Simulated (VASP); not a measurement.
# BaTiO3 (P4mm) in VASP: a series of runs

Runs on BaTiO3. Level: PBE+D3(BJ)+U. Tasks: single point.

Program: VASP 6.6.1. These are calculated values, not measurements. Logs are shortened: lines on timing, memory, paths and dates and some standing lists are left out, and cuts for length are marked.

**1. The cell of the first run**

Symmetry: P4mm, No. 99, tetragonal system. Conventional cell: a = 4.000 Å, b = 4.000 Å, c = 4.018 Å, α = 90.00°, β = 90.00°, γ = 90.00°. Ba (site symmetry 4mm) has 12 O at 2.79 to 2.88 Å and 8 Ti at 3.45 to 3.49 Å within 3.7 Å. Within 2.5 Å of Ti (site symmetry 4mm) lie 6 O at 1.89 to 2.13 Å. Within 2.5 Å of O (site symmetry 4mm) lie 2 Ti at 1.89 to 2.13 Å. O (site symmetry 2mm) has 2 Ti at 2.00 Å and 4 Ba at 2.79 to 2.88 Å and 8 O at 2.83 to 2.84 Å within 2.9 Å.

**2. Single point, PBE+D3(BJ)+U**

The input, INCAR:

```
PREC = Accurate
ENCUT = 520
EDIFF = 1E-6
ISMEAR = 0
SIGMA = 0.01
LREAL = F
LASPH = T
NELM = 150
ALGO = Normal
ISIF = 2
LWAVE = F
LCHARG = T
LMAXMIX = 4
LDAU = T
LDAUTYPE = 2
LDAUL = -1 2 -1
LDAUU = 0 4 0
LDAUJ = 0 0 0
LDAUPRINT = 1
GGA = PE
IVDW = 12
LELF = T
LVHAR = T
NBANDS = 28
```

The input, KPOINTS:

```
regular mesh
0
Gamma
  6 6 6
```

The input, POSCAR:

```
BaTiO3
1.0
    3.9998000000      0.0000000000      0.0000000000
    0.0000000000      3.9998000000      0.0000000000
    0.0000000000      0.0000000000      4.0180000000
Ba Ti O
1 1 3
Direct
    0.0000000000      0.0000000000      0.0000000000
    0.5000000000      0.5000000000      0.4900000000
    0.5000000000      0.5000000000      0.0190000000
    0.5000000000      0.0000000000      0.5170000000
    0.0000000000      0.5000000000      0.5170000000
```

Potentials or basis: VASP PAW PBE potentials, release 64 (Ba_sv, Ti_sv, O).

On the command line:

```
cat potpaw_PBE.64/Ba_sv/POTCAR potpaw_PBE.64/Ti_sv/POTCAR potpaw_PBE.64/O/POTCAR > POTCAR
mpirun -np 1 vasp_std > vasp.out
```

OUTCAR:

```text
PREC = Accurate
   ENCUT = 520
   EDIFF = 1E-6
   ISMEAR = 0
   LREAL = F
   LASPH = T
   NELM = 150
   ISIF = 2
   GGA = PE
   IVDW = 12
 IVDW          = 12

 ion  position               nearest neighbor table
   1  0.000  0.000  0.000-   4 2.79   5 2.79   5 2.79   4 2.79   3 2.83   3 2.83   3 2.83   3 2.83
                             4 2.88   5 2.88   5 2.88   4 2.88   2 3.45   2 3.45   2 3.45   2 3.45
   2  0.500  0.500  0.490-   3 1.89   4 2.00   5 2.00   4 2.00   5 2.00   3 2.13   1 3.45   1 3.45
                             1 3.45   1 3.45   1 3.49   1 3.49   1 3.49   1 3.49
   3  0.500  0.500  0.019-   2 1.89   2 2.13   1 2.83   1 2.83   1 2.83   1 2.83
   4  0.500  0.000  0.517-   2 2.00   2 2.00   1 2.79   1 2.79   1 2.88   1 2.88
   5  0.000  0.500  0.517-   2 2.00   2 2.00   1 2.79   1 2.79   1 2.88   1 2.88

  LATTYP: Found a simple tetragonal cell.
 ALAT       =     3.9998000000
 C/A-ratio  =     1.0045502275

  Lattice vectors:

 A1 = (   3.9998000000,   0.0000000000,   0.0000000000)
 A2 = (   0.0000000000,   3.9998000000,   0.0000000000)
 A3 = (   0.0000000000,   0.0000000000,   4.0180000000)

Analysis of symmetry for initial positions (statically):
=====================================================================
 Subroutine PRICEL returns:
 Original cell was already a primitive cell.

 Routine SETGRP: Setting up the symmetry group for a
 simple tetragonal supercell.

 Subroutine GETGRP returns: Found  8 space group operations
 (whereof  8 operations were pure point group operations)
 out of a pool of 16 trial point group operations.

The static configuration has the point symmetry C_4v.

Analysis of symmetry for dynamics (positions and initial velocities):
=====================================================================
 Subroutine PRICEL returns:
 Original cell was already a primitive cell.

 Routine SETGRP: Setting up the symmetry group for a
 simple tetragonal supercell.

 Subroutine GETGRP returns: Found  8 space group operations
 (whereof  8 operations were pure point group operations)
 out of a pool of 16 trial point group operations.

The dynamic configuration has the point symmetry C_4v.

 Subroutine INISYM returns: Found  8 space group operations
 (whereof  8 operations are pure point group operations),
 and found     1 'primitive' translations

----------------------------------------------------------------------------------------

                                     Primitive cell

  volume of cell :      64.2816

  direct lattice vectors                    reciprocal lattice vectors
     3.999800000  0.000000000  0.000000000     0.250012501  0.000000000  0.000000000
     0.000000000  3.999800000  0.000000000     0.000000000  0.250012501  0.000000000
     0.000000000  0.000000000  4.018000000     0.000000000  0.000000000  0.248880040

  length of vectors
     3.999800000  3.999800000  4.018000000     0.250012501  0.250012501  0.248880040

  position of ions in fractional coordinates (direct lattice)
     0.000000000  0.000000000  0.000000000
     0.500000000  0.500000000  0.490000000
     0.500000000  0.500000000  0.019000000
     0.500000000  0.000000000  0.517000000
     0.000000000  0.500000000  0.517000000

  ion indices of the primitive-cell ions
   primitive index   ion index
                 1           1
                 2           2
                 3           3
                 4           4
                 5           5

----------------------------------------------------------------------------------------

 KPOINTS: regular mesh

Automatic generation of k-mesh.
 Grid dimensions read from file:
 generate k-points for:    6    6    6

 Generating k-lattice:

  Cartesian coordinates                     Fractional coordinates (reciprocal lattice)
     0.041668750  0.000000000  0.000000000     0.166666667  0.000000000  0.000000000
     0.000000000  0.041668750  0.000000000     0.000000000  0.166666667  0.000000000
     0.000000000  0.000000000  0.041480007     0.000000000  0.000000000  0.166666667

  Length of vectors
     0.041668750  0.041668750  0.041480007

  Shift w.r.t. Gamma in fractional coordinates (k-lattice)
     0.000000000  0.000000000  0.000000000

 Subroutine IBZKPT returns following result:
 ===========================================

 Found     40 irreducible k-points:

 Following reciprocal coordinates:
            Coordinates               Weight
  0.000000  0.000000  0.000000      1.000000
  0.166667  0.000000  0.000000      4.000000
  0.333333  0.000000  0.000000      4.000000
  0.500000  0.000000  0.000000      2.000000
  0.166667  0.166667  0.000000      4.000000
  0.333333  0.166667  0.000000      8.000000
[... 16 lines left out ...]
  0.333333  0.000000  0.333333      8.000000
  0.500000  0.000000  0.333333      4.000000
 [... further k-points ...]
   k-points           NKPTS =     40   k-points in BZ     NKDIM =     40   number of bands    NBANDS=     28
   number of dos      NEDOS =    301   number of ions     NIONS =      5
   total plane-waves  NPLWV =  27000
   dimension x,y,z NGX =    30 NGY =   30 NGZ =   30
   dimension x,y,z NGXF=    60 NGYF=   60 NGZF=   60
   ions per type =               1   1   3
   NGX,Y,Z   is equivalent  to a cutoff of  12.47, 12.47, 12.41 a.u.
   NGXF,Y,Z  is equivalent  to a cutoff of  24.94, 24.94, 24.83 a.u.
 SYSTEM =  unknown system
   PREC   = accura    normal or accurate (medium, high low for compatibility)
   ISTART =      0    job   : 0-new  1-cont  2-samecut
   ICHARG =      2    charge: 1-file 2-atom 10-const
   ISPIN  =      1    spin polarized calculation?
   LNONCOLLINEAR =      F non collinear calculations
   LSORBIT =      F    spin-orbit coupling
   LASPH  =      T    aspherical Exc in radial PAW
   ENCUT  =  520.0 eV  38.22 Ry    6.18 a.u.   7.44  7.44  7.47*2*pi/ulx,y,z
   NELM   =    150;   NELMIN=  2; NELMDL= -5     # of ELM steps
   EDIFF  = 0.1E-05   stopping-criterion for ELM
   LREAL  =      F    real-space projection
   EDIFFG = 0.1E-04   stopping-criterion for IOM
   NSW    =      0    number of steps for IOM
   IBRION =     -1    ionic relax: 0-MD 1-quasi-New 2-CG
   NFREE  =      0    steps in history (QN), initial steepest desc. (CG)
   ISIF   =      2    stress and relaxation
   ISYM   =      2    0-nonsym 1-usesym 2-fastsym
   POTIM  = 0.5000    time-step for ionic-motion
   TEBEG  =    0.0;   TEEND  =   0.0 temperature during run
   PSTRESS=    0.0 pullay stress
   NELECT =      40.0000    total number of electrons
   NUPDOWN=      -1.0000    fix difference up-down
   EMIN   =  10.00;   EMAX   =-10.00  energy-range for DOS
   EFERMI =   0.00;   METHOD = LEGACY
   ISMEAR =     0;   SIGMA  =   0.01  broadening in eV -4-tet -1-fermi 0-gaus
   EFERMI_NEDOS =   21; number of points for ismear=-14 and -15
   IALGO  =     38    algorithm
   IMIX   =      4    mixing-type and parameters
     AMIX     =   0.40;   BMIX     =  1.00
     AMIX_MAG =   1.60;   BMIX_MAG =  1.00
  volume/ion in A,a.u.               =      12.86        86.76
  Fermi-wavevector in a.u.,A,eV,Ry     =   1.397653  2.641181 26.578078  1.953434
  Thomas-Fermi vector in A             =   2.520888
   LORBIT       =      0    0 simple, 1 ext, 2 COOP (PROOUT), +10 PAW based schemes
 LDA+U is selected, type is set to LDAUTYPE =  2
   angular momentum for each species LDAUL =    -1    2   -1
   U (eV)           for each species LDAUU =   0.0  4.0  0.0
   J (eV)           for each species LDAUJ =   0.0  0.0  0.0
   GGA     = PE    functional components
   LHFCALC =     F    Hartree Fock is set to
   AEXX    =    0.0000 exact exchange contribution
   IVDW    =    12    specifies the selected vdW correction
   LEPSILON=     F    determine dielectric tensor
   LRPA    =     F    only Hartree local field effects (RPA)
 non-spin polarized calculation
 Gauss-broadening in eV      SIGMA  =   0.01
  energy-cutoff  :      520.00
  volume of cell :       64.28
 maximum number of plane-waves:      1751
 NGX is ok and might be reduce to    30
   NGX = 15   NGY = 15   NGZ = 15

atom =   2  type =  2  l = 2

 onsite density matrix

spin component  1

  0.1022 -0.0000  0.0000 -0.0000 -0.0000
 -0.0000  0.1086 -0.0000 -0.0000  0.0000
  0.0000 -0.0000  0.2435 -0.0000 -0.0000
 -0.0000 -0.0000 -0.0000  0.1086 -0.0000
 -0.0000  0.0000 -0.0000 -0.0000  0.2351

spin component  2

  0.1022 -0.0000  0.0000 -0.0000 -0.0000
 -0.0000  0.1086 -0.0000 -0.0000  0.0000
  0.0000 -0.0000  0.2435 -0.0000 -0.0000
 -0.0000 -0.0000 -0.0000  0.1086 -0.0000
 -0.0000  0.0000 -0.0000 -0.0000  0.2351

 occupancies and eigenvectors

  o =  0.1022  v =  1.0000  0.0000  0.0000  0.0000  0.0000  0.0000  0.0000  0.0000  0.0000  0.0000      0.0000  0.0000  0.0000  0.0000  0.0000  0.0000  0.0000  0.0000  0.0000  0.0000
  o =  0.1022  v =  0.0000  0.0000  0.0000  0.0000  0.0000  1.0000  0.0000  0.0000  0.0000  0.0000      0.0000  0.0000  0.0000  0.0000  0.0000  0.0000  0.0000  0.0000  0.0000  0.0000
  o =  0.1086  v =  0.0000  0.0007 -0.0000 -1.0000  0.0000  0.0000  0.0000  0.0000  0.0000  0.0000      0.0000  0.0000  0.0000  0.0000  0.0000  0.0000  0.0000  0.0000  0.0000  0.0000
  o =  0.1086  v =  0.0000  0.0000  0.0000  0.0000  0.0000  0.0000  0.0007 -0.0000 -1.0000  0.0000      0.0000  0.0000  0.0000  0.0000  0.0000  0.0000  0.0000  0.0000  0.0000  0.0000
  o =  0.1086  v =  0.0000  1.0000 -0.0000  0.0007  0.0000  0.0000  0.0000  0.0000  0.0000  0.0000      0.0000  0.0000  0.0000  0.0000  0.0000  0.0000  0.0000  0.0000  0.0000  0.0000
  o =  0.1086  v =  0.0000  0.0000  0.0000  0.0000  0.0000  0.0000  1.0000 -0.0000  0.0007  0.0000      0.0000  0.0000  0.0000  0.0000  0.0000  0.0000  0.0000  0.0000  0.0000  0.0000
  o =  0.2351  v =  0.0000  0.0000  0.0000  0.0000  0.0000  0.0000  0.0000 -0.0000 -0.0000  1.0000      0.0000  0.0000  0.0000  0.0000  0.0000  0.0000  0.0000  0.0000  0.0000  0.0000
  o =  0.2351  v =  0.0000  0.0000 -0.0000 -0.0000  1.0000  0.0000  0.0000  0.0000  0.0000  0.0000      0.0000  0.0000  0.0000  0.0000  0.0000  0.0000  0.0000  0.0000  0.0000  0.0000
  o =  0.2435  v =  0.0000  0.0000  0.0000  0.0000  0.0000  0.0000  0.0000 -1.0000 -0.0000 -0.0000      0.0000  0.0000  0.0000  0.0000  0.0000  0.0000  0.0000  0.0000  0.0000  0.0000
  o =  0.2435  v =  0.0000  0.0000 -1.0000 -0.0000 -0.0000  0.0000  0.0000  0.0000  0.0000  0.0000      0.0000  0.0000  0.0000  0.0000  0.0000  0.0000  0.0000  0.0000  0.0000  0.0000

 number of electron      39.9999977 magnetization

 Free energy of the ion-electron system (eV)
  ---------------------------------------------------
  ext. energy  EPLUGINS =         0.00000000
  ---------------------------------------------------
  free energy    TOTEN  =       -37.27486893 eV

  energy without entropy =      -37.27486893  energy(sigma->0) =      -37.27486893

 E-fermi :   4.0940     XC(G=0): -11.2497

 val. band max:        3.9853512127   @ k =   0.5000   0.5000   0.5000
 cond. band min:       6.2344261543   @ k =   0.0000   0.0000   0.0000
 fundamental gap:      2.2490749416
 Fermi energy:         4.0940005808

 k-point     1 :       0.0000    0.0000    0.0000
  band No.  band energies     occupation
      1     -53.7083      2.00000
      2     -29.8967      2.00000
      3     -29.8701      2.00000
      4     -29.8701      2.00000
      5     -20.8806      2.00000
      6     -12.9966      2.00000
[... 20 lines left out ...]
     27       9.0041      0.00000
     28      11.2018      0.00000

 k-point     2 :       0.1667    0.0000    0.0000
  band No.  band energies     occupation
      1     -53.7081      2.00000
      2     -29.8963      2.00000
      3     -29.8814      2.00000
      4     -29.8697      2.00000
      5     -20.8512      2.00000
      6     -13.0194      2.00000
[... 20 lines left out ...]
     27       9.5153      0.00000
     28      11.8574      0.00000

 k-point     3 :       0.3333    0.0000    0.0000
  band No.  band energies     occupation
      1     -53.7076      2.00000
      2     -29.9039      2.00000
      3     -29.8954      2.00000
      4     -29.8688      2.00000
      5     -20.7912      2.00000
      6     -13.1376      2.00000
[... 616 lines left out ...]
      3     -29.9021      2.00000
      4     -29.8675      2.00000
      5     -20.7273      2.00000
      6     -12.8467      2.00000
[... 20 lines left out ...]
     27      12.3189      0.00000
     28      12.6137      0.00000

 k-point    24 :       0.5000    0.0000    0.3333
  band No.  band energies     occupation
      1     -53.7067      2.00000
      2     -29.9266      2.00000
      3     -29.9131      2.00000
      4     -29.8671      2.00000
      5     -20.7045      2.00000
      6     -12.7972      2.00000
[... 20 lines left out ...]
     27      12.0727      0.00000
     28      13.4151      0.00000

 [... further k-points ...]

------------------------ aborting loop because EDIFF is reached ----------------------------------------

 Edisp (eV)   -1.32131

 E8    (eV) :    -0.6008

  FORCE on cell =-STRESS in cart. coord.  units (eV):
  Direction    XX          YY          ZZ          XY          YZ          ZX
  --------------------------------------------------------------------------------------
  -------------------------------------------------------------------------------------
  Total       1.47160     1.47160     1.98430     0.00000     0.00000     0.00000
  in kB      36.67881    36.67881    49.45737     0.00000     0.00000     0.00000
  external pressure =       40.94 kB  Pullay stress =        0.00 kB

 VOLUME and BASIS-vectors are now :
 -----------------------------------------------------------------------------
  energy-cutoff  :      520.00
  volume of cell :       64.28
      direct lattice vectors                 reciprocal lattice vectors
     3.999800000  0.000000000  0.000000000     0.250012501  0.000000000  0.000000000
     0.000000000  3.999800000  0.000000000     0.000000000  0.250012501  0.000000000
     0.000000000  0.000000000  4.018000000     0.000000000  0.000000000  0.248880040

 POSITION                                       TOTAL-FORCE (eV/Angst)
 -----------------------------------------------------------------------------------
      0.00000      0.00000      0.00000         0.000000     -0.000000      0.067666
      1.99990      1.99990      1.96882         0.000000      0.000000      0.467181
      1.99990      1.99990      0.07634         0.000000     -0.000000     -0.271894
      1.99990      0.00000      2.07731         0.000000     -0.000000     -0.131476
      0.00000      1.99990      2.07731         0.000000     -0.000000     -0.131476
 -----------------------------------------------------------------------------------
    total drift:                                0.000000      0.000000      0.000134

  FREE ENERGIE OF THE ION-ELECTRON SYSTEM (eV)
  ---------------------------------------------------
  free  energy   TOTEN  =       -38.5961742452 eV

  energy  without entropy=      -38.5961742452  energy(sigma->0) =      -38.59617425
```

Run time: 47 s. Hardware: 1 thread of Intel Xeon Platinum 8488C (Sapphire Rapids), shared host; peak memory 0.23 GiB.

What came out:

| Quantity | Value |
| --- | --- |
| Free energy | -38.5962 eV |
| Pressure | 4.1 GPa |
| Largest force | 0.467 eV/Å |
| Band gap on the k mesh | 2.25 eV (least direct gap 2.56 eV) |
| Dispersion energy per atom | -0.264 eV |

Forces in eV/Å, atoms in the order of the input:
```
Ba   0.000  0.000  0.068
Ti   0.000  0.000  0.467
O    0.000  0.000 -0.272
O    0.000  0.000 -0.131
O    0.000  0.000 -0.131
```

Levels at points of the mesh, in eV from the valence-band top:
| k point | band 18 | band 19 | band 20 | band 21 | band 22 | band 23 |
| --- | --- | --- | --- | --- | --- | --- |
| (0.00, 0.00, 0.00) | -0.34 | -0.31 | -0.31 | 2.25 | 2.41 | 2.41 |
| (0.50, 0.00, 0.00) | -1.68 | -0.98 | -0.90 | 2.58 | 3.93 | 3.94 |
| (0.50, 0.50, 0.00) | -0.99 | -0.99 | -0.09 | 3.96 | 3.96 | 4.39 |
| (0.00, 0.00, 0.50) | -1.86 | -0.78 | -0.78 | 2.44 | 3.97 | 3.97 |
| (0.50, 0.00, 0.50) | -0.92 | -0.91 | -0.17 | 3.96 | 3.99 | 4.36 |
| (0.50, 0.50, 0.50) | -0.08 | -0.08 | 0.00 | 4.59 | 4.59 | 4.61 |

Eigenvalues of the final occupation matrices:
```tsv
site	spin	trace	eigenvalues
site 2 d	1	0.80	0.10 0.11 0.11 0.24 0.24
site 2 d	2	0.80	0.10 0.11 0.11 0.24 0.24
```

Caveat: the cell stands under pressure; spin-orbit coupling is left out, which moves the levels of the heavy elements. A k mesh can miss the band edges.

**3. Single point, PBE+D3(BJ)+U**

The input, INCAR:

```
SYSTEM = BaTiO3
PREC     = Accurate       ! precision mode
ENCUT    = 520            ! plane-wave cutoff, eV
EDIFF    = 1E-7           ! SCF threshold, eV
ISMEAR   = 0              ! smearing method
SIGMA    = 0.01           ! smearing width, eV
LREAL    = .False.        ! projectors in reciprocal space
LASPH    = .True.         ! aspherical terms in the spheres
NELM     = 150            ! most SCF steps
ALGO     = Normal         ! electronic algorithm
ISIF     = 2              ! what is computed and relaxed
LWAVE    = .False.        ! write WAVECAR
LCHARG   = .False.        ! write CHGCAR
LMAXMIX  = 4              ! l up to which the mixer works
LDAU     = .True.         ! DFT+U
LDAUTYPE = 2            
LDAUL    = -1 2 -1        ! shell
LDAUU    = 0 6 0          ! U, eV
LDAUJ    = 0 0 0        
LDAUPRINT= 1            
GGA      = PE             ! functional
IVDW     = 12             ! dispersion correction
NBANDS   = 28             ! bands
```

The input, KPOINTS:

```
regular mesh
0
Gamma
  6 6 6
  0 0 0
```

POSCAR is that of step 2.

Potentials or basis: VASP PAW PBE potentials, release 64 (Ba_sv, Ti_sv, O).

On the command line:

```
cat potpaw_PBE.64/Ba_sv/POTCAR potpaw_PBE.64/Ti_sv/POTCAR potpaw_PBE.64/O/POTCAR > POTCAR
mpirun -np 1 vasp_std > vasp.out
```

Wall time 58 s (1 thread of Intel Xeon Platinum 8488C (Sapphire Rapids), shared host); peak memory 0.23 GiB.

It converged, with:

* Free energy: -37.3252 eV
* Pressure: 5.8 GPa
* Largest force: 0.766 eV/Å
* Band gap on the k mesh: 2.52 eV (least direct gap 2.84 eV)
* Dispersion energy per atom: -0.264 eV

Forces in eV/Å, atoms in the order of the input:
```
Ba   0.000  0.000  0.064
Ti   0.000  0.000  0.766
O    0.000  0.000 -0.554
O    0.000  0.000 -0.138
O    0.000  0.000 -0.138
```

Stress tensor (GPa, compression positive):
```
5.27 0.00 0.00
0.00 5.27 0.00
0.00 0.00 6.72
```

Levels at points of the mesh, in eV from the valence-band top:
```
           k point  band 18  band 19  band 20  band 21  band 22  band 23
(0.00, 0.00, 0.00)    -0.35    -0.32    -0.32     2.52     2.66     2.66
(0.50, 0.00, 0.00)    -1.65    -1.00    -0.93     2.85     4.07     4.19
(0.50, 0.50, 0.00)    -0.99    -0.99    -0.09     4.22     4.22     4.66
(0.00, 0.00, 0.50)    -1.81    -0.81    -0.81     2.73     4.05     4.23
(0.50, 0.00, 0.50)    -0.93    -0.92    -0.17     4.23     4.25     4.62
(0.50, 0.50, 0.50)    -0.08    -0.08     0.00     4.85     4.85     4.88
```

Eigenvalues of the final occupation matrices:
| site | spin | trace | eigenvalues |
| --- | --- | --- | --- |
| site 2 d | 1 | 0.76 | 0.09 0.10 0.10 0.23 0.24 |
| site 2 d | 2 | 0.76 | 0.09 0.10 0.10 0.23 0.24 |

Caveat: the cell stands under pressure; spin-orbit coupling is left out, which moves the levels of the heavy elements. A k mesh can miss the band edges.
